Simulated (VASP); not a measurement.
# Ta (Fm-3m) in VASP: notebook, part 2 of 3

VASP 6.6.1. The steps go on from the part before.

**3. Single point, PBE**

This run uses another cell than the first one, of 13.35 Å³/atom.

INCAR reads:

```
PREC = Accurate ; ENCUT = 520
EDIFF = 1E-6 ; ISMEAR = -1
SIGMA = 0.1 ; LREAL = F
LASPH = T ; NELM = 100
ALGO = Normal ; ISIF = 2
LWAVE = F ; LCHARG = F
GGA = PE ; NBANDS = 12
```

KPOINTS reads:

```
Automatic mesh
0
Gamma
  18 18 18
```

POSCAR reads:

```
Ta
1.0
    0.0000000000      1.8830595356      1.8830595356
    1.8830595356      0.0000000000      1.8830595356
    1.8830595356      1.8830595356      0.0000000000
Ta
1
Direct
    0.0000000000      0.0000000000      0.0000000000
```

Potentials or basis: VASP PAW PBE potentials, release 64 (Ta_pv).

On the command line:

```sh
cat potpaw_PBE.64/Ta_pv/POTCAR > POTCAR
mpirun -np 1 vasp_std > vasp.out
```

OUTCAR:

```text
PREC = Accurate
   ENCUT = 520
   EDIFF = 1E-6
   ISMEAR = -1
   LREAL = F
   LASPH = T
   NELM = 100
   ISIF = 2
   GGA = PE

 ion  position               nearest neighbor table
   1  0.000  0.000  0.000-

  LATTYP: Found a face centered cubic cell.
 ALAT       =     3.7661190712

  Lattice vectors:

 A1 = (   0.0000000000,   1.8830595356,   1.8830595356)
 A2 = (   1.8830595356,   0.0000000000,   1.8830595356)
 A3 = (   1.8830595356,   1.8830595356,   0.0000000000)

Analysis of symmetry for initial positions (statically):
=====================================================================
 Subroutine PRICEL returns:
 Original cell was already a primitive cell.

 Routine SETGRP: Setting up the symmetry group for a
 face centered cubic supercell.

 Subroutine GETGRP returns: Found 48 space group operations
 (whereof 48 operations were pure point group operations)
 out of a pool of 48 trial point group operations.

The static configuration has the point symmetry O_h .

Analysis of symmetry for dynamics (positions and initial velocities):
=====================================================================
 Subroutine PRICEL returns:
 Original cell was already a primitive cell.

 Routine SETGRP: Setting up the symmetry group for a
 face centered cubic supercell.

 Subroutine GETGRP returns: Found 48 space group operations
 (whereof 48 operations were pure point group operations)
 out of a pool of 48 trial point group operations.

The dynamic configuration has the point symmetry O_h .

 Subroutine INISYM returns: Found 48 space group operations
 (whereof 48 operations are pure point group operations),
 and found     1 'primitive' translations

----------------------------------------------------------------------------------------

                                     Primitive cell

  volume of cell :      13.3543

  direct lattice vectors                    reciprocal lattice vectors
     0.000000000  1.883059536  1.883059536    -0.265525328  0.265525328  0.265525328
     1.883059536  0.000000000  1.883059536     0.265525328 -0.265525328  0.265525328
     1.883059536  1.883059536  0.000000000     0.265525328  0.265525328 -0.265525328

  length of vectors
     2.663048334  2.663048334  2.663048334     0.459903358  0.459903358  0.459903358

  position of ions in fractional coordinates (direct lattice)
     0.000000000  0.000000000  0.000000000

  ion indices of the primitive-cell ions
   primitive index   ion index
                 1           1

----------------------------------------------------------------------------------------

 KPOINTS: Automatic mesh

Automatic generation of k-mesh.
 Grid dimensions read from file:
 generate k-points for:   18   18   18

 Generating k-lattice:

  Cartesian coordinates                     Fractional coordinates (reciprocal lattice)
    -0.014751407  0.014751407  0.014751407     0.055555556  0.000000000  0.000000000
     0.014751407 -0.014751407  0.014751407     0.000000000  0.055555556  0.000000000
     0.014751407  0.014751407 -0.014751407     0.000000000  0.000000000  0.055555556

  Length of vectors
     0.025550187  0.025550187  0.025550187

  Shift w.r.t. Gamma in fractional coordinates (k-lattice)
     0.000000000  0.000000000  0.000000000

 Subroutine IBZKPT returns following result:
 ===========================================

 Found    195 irreducible k-points:

 Following reciprocal coordinates:
            Coordinates               Weight
  0.000000  0.000000  0.000000      1.000000
  0.055556  0.000000  0.000000      8.000000
  0.111111  0.000000  0.000000      8.000000
  0.166667  0.000000  0.000000      8.000000
  0.222222  0.000000  0.000000      8.000000
  0.277778  0.000000  0.000000      8.000000
[... 16 lines left out ...]
 -0.277778  0.055556  0.000000     24.000000
 -0.222222  0.055556  0.000000     24.000000
 [... further k-points ...]
   k-points           NKPTS =    195   k-points in BZ     NKDIM =    195   number of bands    NBANDS=     12
   number of dos      NEDOS =    301   number of ions     NIONS =      1
   total plane-waves  NPLWV =   8000
   dimension x,y,z NGX =    20 NGY =   20 NGZ =   20
   dimension x,y,z NGXF=    40 NGYF=   40 NGZF=   40
   ions per type =               1
   NGX,Y,Z   is equivalent  to a cutoff of  12.49, 12.49, 12.49 a.u.
   NGXF,Y,Z  is equivalent  to a cutoff of  24.97, 24.97, 24.97 a.u.
 SYSTEM =  unknown system
   PREC   = accura    normal or accurate (medium, high low for compatibility)
   ISTART =      0    job   : 0-new  1-cont  2-samecut
   ICHARG =      2    charge: 1-file 2-atom 10-const
   ISPIN  =      1    spin polarized calculation?
   LNONCOLLINEAR =      F non collinear calculations
   LSORBIT =      F    spin-orbit coupling
   LASPH  =      T    aspherical Exc in radial PAW
   ENCUT  =  520.0 eV  38.22 Ry    6.18 a.u.   4.95  4.95  4.95*2*pi/ulx,y,z
   NELM   =    100;   NELMIN=  2; NELMDL= -5     # of ELM steps
   EDIFF  = 0.1E-05   stopping-criterion for ELM
   LREAL  =      F    real-space projection
   EDIFFG = 0.1E-04   stopping-criterion for IOM
   NSW    =      0    number of steps for IOM
   IBRION =     -1    ionic relax: 0-MD 1-quasi-New 2-CG
   NFREE  =      0    steps in history (QN), initial steepest desc. (CG)
   ISIF   =      2    stress and relaxation
   ISYM   =      2    0-nonsym 1-usesym 2-fastsym
   POTIM  = 0.5000    time-step for ionic-motion
   TEBEG  =    0.0;   TEEND  =   0.0 temperature during run
   PSTRESS=    0.0 pullay stress
   NELECT =      11.0000    total number of electrons
   NUPDOWN=      -1.0000    fix difference up-down
   EMIN   =  10.00;   EMAX   =-10.00  energy-range for DOS
   EFERMI =   0.00;   METHOD = LEGACY
   ISMEAR =    -1;   SIGMA  =   0.10  broadening in eV -4-tet -1-fermi 0-gaus
   EFERMI_NEDOS =   21; number of points for ismear=-14 and -15
   IALGO  =     38    algorithm
   IMIX   =      4    mixing-type and parameters
     AMIX     =   0.40;   BMIX     =  1.00
     AMIX_MAG =   1.60;   BMIX_MAG =  1.00
  volume/ion in A,a.u.               =      13.35        90.12
  Fermi-wavevector in a.u.,A,eV,Ry     =   1.534611  2.899995 32.042146  2.355031
  Thomas-Fermi vector in A             =   2.641515
   LORBIT       =      0    0 simple, 1 ext, 2 COOP (PROOUT), +10 PAW based schemes
   GGA     = PE    functional components
   LHFCALC =     F    Hartree Fock is set to
   AEXX    =    0.0000 exact exchange contribution
   IVDW    =     0    specifies the selected vdW correction
   LEPSILON=     F    determine dielectric tensor
   LRPA    =     F    only Hartree local field effects (RPA)
 non-spin polarized calculation
  energy-cutoff  :      520.00
  volume of cell :       13.35
 maximum number of plane-waves:       370
   NGX =  9   NGY =  9   NGZ =  9

 number of electron      10.9999999 magnetization

 Free energy of the ion-electron system (eV)
  ---------------------------------------------------
  ext. energy  EPLUGINS =         0.00000000
  ---------------------------------------------------
  free energy    TOTEN  =        -9.97904191 eV

  energy without entropy =       -9.94696528  energy(sigma->0) =       -9.96300359

 E-fermi :   8.8031     XC(G=0): -14.2316

 val. band max:        8.8028824574   @ k =   0.3333   0.2222   0.0000
 cond. band min:       8.8044368488   @ k =   0.3333   0.0000   0.0000
 fundamental gap:      0.0015543913
 Fermi energy:         8.8030944997

 k-point     1 :       0.0000    0.0000    0.0000
  band No.  band energies     occupation
      1     -23.6331      2.00000
      2     -23.6331      2.00000
      3     -23.6331      2.00000
      4      -0.6692      2.00000
      5       8.8150      0.94049
      6       8.8150      0.94049
      7       8.8150      0.94049
      8      13.5081      0.00000
      9      13.5081      0.00000
     10      22.1315      0.00000
     11      23.8282      0.00000
     12      28.8233      0.00000

 k-point     2 :       0.0556    0.0000    0.0000
  band No.  band energies     occupation
      1     -23.7385      2.00000
      2     -23.6448      2.00000
      3     -23.6448      2.00000
      4      -0.4714      2.00000
      5       8.6494      1.64601
      6       8.9066      0.52409
      7       8.9066      0.52409
      8      13.3942      0.00000
      9      13.3942      0.00000
     10      22.5307      0.00000
     11      23.8281      0.00000
     12      27.9401      0.00000
[... 316 lines left out ...]
 k-point    24 :      -0.2222    0.0556    0.0000
  band No.  band energies     occupation
      1     -25.1531      2.00000
      2     -23.9182      2.00000
      3     -23.7782      2.00000
      4       2.1185      2.00000
      5       7.4867      2.00000
      6       9.3654      0.00720
      7       9.5567      0.00107
      8      12.5683      0.00000
      9      14.1935      0.00000
     10      23.2615      0.00000
     11      23.8371      0.00000
     12      28.8263      0.00000

 [... further k-points ...]
[... 5 lines left out ...]
  --------------------------------------------------------------------------------------
  -------------------------------------------------------------------------------------
  Total       10.2429911     10.2429911     10.2429911      0.0000000     -0.0000000      0.0000000
  in kB     1228.8962803   1228.8962803   1228.8962803      0.0000000     -0.0000000      0.0000000
  external PRESSURE =    1228.8962803 kB  Pullay stress =       0.0000000 kB

 VOLUME and BASIS-vectors are now :
 -----------------------------------------------------------------------------
  energy-cutoff  :      520.00
  volume of cell :       13.35
      direct lattice vectors                 reciprocal lattice vectors
     0.000000000  1.883059536  1.883059536    -0.265525328  0.265525328  0.265525328
     1.883059536  0.000000000  1.883059536     0.265525328 -0.265525328  0.265525328
     1.883059536  1.883059536  0.000000000     0.265525328  0.265525328 -0.265525328

 POSITION                                       TOTAL-FORCE (eV/Angst)
 -----------------------------------------------------------------------------------
      0.00000      0.00000      0.00000        -0.000000     -0.000000     -0.000000
 -----------------------------------------------------------------------------------
    total drift:                                0.000000      0.000000      0.000000

  FREE ENERGIE OF THE ION-ELECTRON SYSTEM (eV)
  ---------------------------------------------------
  free  energy   TOTEN  =        -9.9790419096 eV

  energy  without entropy=       -9.9469652784  energy(sigma->0) =       -9.96300359
```

OSZICAR:

```text
N       E                     dE             d eps       ncg     rms          rms(c)
DAV:   1     0.622681563123E+02    0.62268E+02   -0.61538E+03  4728   0.921E+02
DAV:   2    -0.937919290614E+01   -0.71647E+02   -0.69409E+02  5128   0.256E+02
DAV:   3    -0.103054551232E+02   -0.92626E+00   -0.92008E+00  5492   0.269E+01
DAV:   4    -0.103070913108E+02   -0.16362E-02   -0.16361E-02  4980   0.124E+00
DAV:   5    -0.103070942998E+02   -0.29890E-05   -0.29899E-05  5336   0.510E-02    0.223E+01
DAV:   6    -0.100768822838E+02    0.23021E+00   -0.12318E-01  5008   0.400E+00    0.122E+01
DAV:   7    -0.998028554101E+01    0.96597E-01   -0.14509E-01  5152   0.420E+00    0.408E-01
DAV:   8    -0.997903553955E+01    0.12500E-02   -0.28325E-03  4920   0.631E-01    0.976E-02
DAV:   9    -0.997904489845E+01   -0.93589E-05   -0.18056E-05  5296   0.510E-02    0.310E-02
DAV:  10    -0.997904184711E+01    0.30513E-05   -0.15045E-06  4628   0.146E-02    0.703E-04
DAV:  11    -0.997904190961E+01   -0.62510E-07   -0.29835E-08  2516   0.200E-03
   1 F= -.99790419E+01 E0= -.99630036E+01  d E =-.320766E-01
```

stdout:

```text
POSCAR found type information on POSCAR Ta
 POSCAR found :  1 types and       1 ions
 scaLAPACK will be used
 LDA part: xc-table for (Slater+PW92), standard interpolation
 POSCAR, INCAR and KPOINTS ok, starting setup
 FFT: planning ... GRIDC
 FFT: planning ... GRID_SOFT
 FFT: planning ... GRID
 WAVECAR not read
 entering main loop
```

Wall time 27 s (1 thread of Intel Xeon 8259CL, shared host); peak memory 0.15 GiB.

Results:

* Free energy: -9.9790 eV
* Pressure: 122.9 GPa
* Band gap on the k mesh: zero (an odd number of electrons rules out a gap without spin polarisation)

Caveat: the cell stands under pressure; spin-orbit coupling is left out, which moves the levels of the heavy elements.

(Continued in part 3 of 3.)
